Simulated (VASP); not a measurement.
# GeSbTe3 (P4mm) in VASP: a series of runs, part 2 of 2

VASP 6.6.1. The steps go on from the part before.

## (3) Relaxation of cell and atoms, PBE

This run uses another cell than the first one, of 29.11 Å³/atom.

INCAR

```
PREC = Accurate
ENCUT = 600
EDIFF = 1E-7
ISMEAR = 0
SIGMA = 0.1
LREAL = F
LASPH = T
NELM = 100
ALGO = Normal
ISIF = 3
LWAVE = F
LCHARG = F
GGA = PE
IBRION = 2
NSW = 90
EDIFFG = -0.04
```

KPOINTS

```
regular mesh
0
Gamma
  4 4 4
```

POSCAR

```
GeSbTe3
1.0
    4.8635511700      0.0000000000      0.0000000000
    0.0000000000      4.8635511700      0.0000000000
    0.0000000000      0.0000000000      6.1541174900
Ge Sb Te
1 1 3
Direct
    0.5000000000      0.5000000000      0.6620000000
    0.0000000000      0.0000000000      0.0000000000
    0.5000000000      0.5000000000      0.1059000000
    0.0000000000      0.5000000000      0.5000000000
    0.5000000000      0.0000000000      0.5000000000
```

Potentials or basis: VASP PAW PBE potentials, release 64 (Ge_d, Sb, Te).

Command:

```sh
$ cat potpaw_PBE.64/Ge_d/POTCAR potpaw_PBE.64/Sb/POTCAR potpaw_PBE.64/Te/POTCAR > POTCAR
$ mpirun -np 1 vasp_std > vasp.out
```

It took 22 min on 1 thread of Intel Xeon Platinum 8488C (Sapphire Rapids), shared host; peak memory 0.32 GiB.

The run converged. Its results:

- Free energy: -16.9514 eV
- Relaxed volume: 33.75 Å³/atom
- Relaxed cell: a = 4.301 Å, b = 4.301 Å, c = 9.121 Å, α = 90.00°, β = 90.00°, γ = 90.00°
- Space group after relaxing (to 0.1 Å): P4mm (No. 99)
- Energy gained by relaxing: 209.0 meV/atom
- Ionic steps: 36
- Pressure after relaxing: 0.1 GPa
- Largest force after relaxing: 0.037 eV/Å
- Band gap on the k mesh: zero (an odd number of electrons rules out a gap without spin polarisation)

Forces in eV/Å, atoms in the order of the input:
```
Ge   0.000  0.000  0.037
Sb   0.000  0.000  0.034
Te   0.000  0.000 -0.018
Te   0.000  0.000 -0.026
Te   0.000  0.000 -0.026
```

Stress tensor (GPa, compression positive):
```
0.00 0.00 0.00
0.00 0.00 0.00
0.00 0.00 0.16
```

Step by step:
```tsv
step	energy change (eV)	largest force (eV/Å)	pressure (GPa)	volume (Å³)
1	0.0000	1.6931	3.06	145.57
2	-0.2296	0.8063	-0.82	157.61
3	-0.2300	0.7801	-0.94	158.08
4	-0.3324	0.3801	-0.47	157.05
5	-0.4103	0.7458	0.57	155.33
6	-0.4846	0.2792	0.59	156.03
7	-0.5451	0.3916	1.08	156.93
8	-0.4591	1.4105	3.25	157.61
9	-0.5524	0.6363	1.51	157.25
10	-0.6039	0.4006	0.14	163.52
11	-0.6119	0.2799	-0.58	167.49
12	-0.6291	0.2139	-0.42	167.35
13	-0.7053	0.3176	0.10	166.69
14	-0.7418	0.8801	2.03	164.37
15	-0.7594	0.7163	1.43	165.00
16	-0.7615	0.4567	0.62	165.94
17	-0.7662	0.6150	1.09	165.38
18	-0.7710	0.6303	1.10	165.85
19	-0.7844	0.6696	1.15	167.19
20	-0.8338	0.6691	1.24	169.61
21	-0.7504	0.8014	1.99	173.41
22	-0.8598	0.6397	1.25	170.63
23	-0.8604	0.6584	1.43	171.86
24	-0.8660	0.5932	1.33	171.29
25	-0.8846	0.6609	0.56	175.50
26	-0.8855	0.6529	0.68	174.78
27	-0.9098	0.6039	0.19	175.99
28	-0.9292	0.4559	-1.06	179.55
29	-0.9311	0.4889	-0.84	178.77
30	-0.9539	0.4532	-0.69	177.32
31	-1.0030	0.4199	-0.19	173.00
32	-0.9992	0.5140	0.96	164.52
33	-1.0179	0.4653	0.39	168.62
34	-1.0435	0.0813	0.14	168.72
35	-1.0452	0.0341	0.07	168.74
36	-1.0452	0.0366	0.05	168.75
```

Final structure:
```
Ge Sb Te
1.0
     4.30135    0.00000    0.00000
     0.00000    4.30135    0.00000
     0.00000    0.00000    9.12075
Ge Sb Te
1 1 3
Cartesian
  2.1507 2.1507 6.8897
  0.0000 0.0000 8.8552
  2.1507 2.1507 0.5913
  0.0000 2.1507 4.4546
  2.1507 0.0000 4.4546
```

Levels at points of the mesh, in eV from the Fermi level:
```
           k point  band 14  band 15  band 16  band 17  band 18  band 19  band 20  band 21  band 22
(0.00, 0.00, 0.00)    -2.96    -2.96    -2.31     0.04     0.22     0.90     0.90     2.09     2.63
(0.50, 0.00, 0.00)    -1.76    -1.76    -1.64    -1.43    -1.16    -1.00    -0.17    -0.11     0.06
(0.50, 0.50, 0.00)    -4.97    -2.59    -2.59    -1.77    -0.59     0.80     0.80     1.80     3.26
(0.00, 0.00, 0.50)    -2.99    -2.99    -1.03     0.04     0.20     1.01     1.01     1.76     2.70
(0.50, 0.00, 0.50)    -2.14    -1.76    -1.58    -1.52    -1.17    -0.78    -0.11    -0.03     0.45
(0.50, 0.50, 0.50)    -5.02    -2.33    -2.33    -2.29    -0.50     0.16     0.16     2.90     3.43
```

Caveat: the volume moved by over 15 % at a fixed basis, so the end points are rough; the highest band is partly filled, so the run has too few bands; spin-orbit coupling is left out, which moves the levels of the heavy elements; this functional lacks dispersion, which binds layers or chains, so the pressure and a relaxed spacing across them are unreliable.

## (4) Relaxation of cell and atoms, PBE

This run uses another cell than the first one, of 34.35 Å³/atom.

INCAR

```
ALGO     = Normal         # electronic algorithm
EDIFF    = 1E-7           # SCF threshold, eV
EDIFFG   = -0.01          # ionic threshold
ENCUT    = 600            # plane-wave cutoff, eV
GGA      = PE             # functional
IBRION   = 2              # ionic algorithm
ISIF     = 3              # what is computed and relaxed
ISMEAR   = 0              # smearing method
LASPH    = T              # aspherical terms in the spheres
LCHARG   = F              # write CHGCAR
LREAL    = F              # projectors in reciprocal space
LWAVE    = F              # write WAVECAR
NELM     = 100            # most SCF steps
NSW      = 100            # ionic steps
PREC     = Accurate       # precision mode
SIGMA    = 0.1            # smearing width, eV
```

KPOINTS

```
k-points
0
Gamma
  10 10 4
```

POSCAR

```
GeSbTe3
1.0
    4.3075489494      0.0000000000      0.0000000000
    0.0000000000      4.3075489494      0.0000000000
    0.0000000000      0.0000000000      9.2551441532
Ge Sb Te
1 1 3
Direct
    0.5000000000      0.5000000000      0.7561227454
    0.0000000000      0.0000000000      0.9703247836
    0.5000000000      0.5000000000      0.0605211797
    0.0000000000      0.5000000000      0.4904656457
    0.5000000000      0.0000000000      0.4904656457
```

Command:

```sh
$ cat potpaw_PBE.64/Ge_d/POTCAR potpaw_PBE.64/Sb/POTCAR potpaw_PBE.64/Te/POTCAR > POTCAR
$ mpirun -np 1 vasp_std > vasp.out
```

Wall time 29 min (1 thread of Intel Xeon Platinum 8488C (Sapphire Rapids), shared host); peak memory 0.56 GiB.

The run converged. Its results:

* Free energy: -16.9581 eV
* Relaxed volume: 33.64 Å³/atom
* Relaxed cell: a = 4.297 Å, b = 4.297 Å, c = 9.109 Å, α = 90.00°, β = 90.00°, γ = 90.00°
* Space group after relaxing (to 0.1 Å): P4mm (No. 99)
* Energy gained by relaxing: 8.5 meV/atom
* Ionic steps: 16
* Pressure after relaxing: 0.0 GPa
* Largest force after relaxing: 0.004 eV/Å
* Band gap on the k mesh: zero (an odd number of electrons rules out a gap without spin polarisation)

Forces in eV/Å, atoms in the order of the input:
```
Ge   0.000  0.000  0.004
Sb   0.000  0.000 -0.001
Te   0.000  0.000  0.004
Te   0.000  0.000 -0.004
Te   0.000  0.000 -0.004
```

The path:
| step | energy change (eV) | largest force (eV/Å) | pressure (GPa) | volume (Å³) |
| --- | --- | --- | --- | --- |
| 1 | 0.0000 | 0.3646 | -0.32 | 171.73 |
| 2 | -0.0137 | 0.3053 | 0.04 | 170.01 |
| 3 | -0.0195 | 0.2190 | 0.56 | 167.84 |
| 4 | -0.0272 | 0.1719 | 0.40 | 168.00 |
| 5 | -0.0381 | 0.1160 | -0.02 | 168.50 |
| 6 | -0.0382 | 0.1350 | -0.06 | 168.56 |
| 7 | -0.0407 | 0.0869 | -0.05 | 168.36 |
| 8 | -0.0421 | 0.0464 | -0.04 | 168.01 |
| 9 | -0.0421 | 0.0482 | -0.04 | 168.04 |
| 10 | -0.0422 | 0.0397 | 0.02 | 167.88 |
| 11 | -0.0423 | 0.0332 | 0.07 | 167.76 |
| 12 | -0.0424 | 0.0296 | 0.04 | 167.85 |
| 13 | -0.0426 | 0.0175 | -0.01 | 168.14 |
| 14 | -0.0425 | 0.0119 | -0.12 | 168.73 |
| 15 | -0.0427 | 0.0103 | -0.06 | 168.34 |
| 16 | -0.0427 | 0.0044 | 0.00 | 168.21 |

Final structure:
```
CELL_PARAMETERS angstrom
4.29734 0.00000 0.00000
0.00000 4.29734 0.00000
0.00000 0.00000 9.10888
ATOMIC_POSITIONS crystal
Ge 0.50000 0.50000 0.74344
Sb 0.00000 0.00000 0.96796
Te 0.50000 0.50000 0.06788
Te 0.00000 0.50000 0.49431
Te 0.50000 0.00000 0.49431
```

Levels at points of the mesh, in eV from the Fermi level:
```
           k point  band 16  band 17  band 18  band 19  band 20  band 21
(0.00, 0.00, 0.00)    -2.19    -0.04     0.12     0.87     0.87     1.83
(0.50, 0.00, 0.00)    -1.74    -1.32    -1.20    -1.05    -0.11     0.04
(0.50, 0.50, 0.00)    -2.76    -1.60    -0.62     1.00     1.00     1.65
(0.00, 0.00, 0.50)    -0.96    -0.04     0.10     0.98     0.98     1.62
(0.50, 0.00, 0.50)    -1.74    -1.39    -1.21    -0.77    -0.12     0.19
(0.50, 0.50, 0.50)    -2.53    -2.14    -0.52     0.35     0.35     2.72
```

Caveat: the highest band is partly filled, so the run has too few bands; spin-orbit coupling is left out, which moves the levels of the heavy elements; this functional lacks dispersion, which binds layers or chains, so the pressure and a relaxed spacing across them are unreliable.

## (5) The runs side by side

| task | cell | k mesh | cutoff (eV) | gap on the mesh (eV) | pressure (GPa) | relaxed volume (Å³/atom) | largest force (eV/Å) |
| --- | --- | --- | --- | --- | --- | --- | --- |
| single point | a = 4.299, b = 4.299, c = 9.059 Å, 5 atoms, atomic positions A | 10 × 10 × 4 | 520 | none | 0.0 | - | 0.01 |
| relaxation of cell and atoms | relaxed from a = 4.864, b = 4.864, c = 6.154 Å, 5 atoms, atomic positions B | 4 × 4 × 4 | 600 | none | 0.1 | 33.75 | 0.04 |
| relaxation of cell and atoms | relaxed from a = 4.308, b = 4.308, c = 9.255 Å, 5 atoms, atomic positions C | 10 × 10 × 4 | 600 | none | 0.0 | 33.64 | - |

Alike in all rows: level PBE; potentials or basis VASP PAW PBE potentials, release 64 (Ge_d, Sb, Te); no spin polarisation; smearing gaussian 0.1 eV.

Caveats: spin-orbit coupling is left out, which moves the levels of the heavy elements; this functional lacks dispersion, which binds layers or chains, so the pressure and a relaxed spacing across them are unreliable; the highest band is partly filled, so the run has too few bands (at least some runs); the volume moved by over 15 % at a fixed basis, so the end points are rough (at least some runs).

Absolute energies hang on the potentials; compare differences alone.
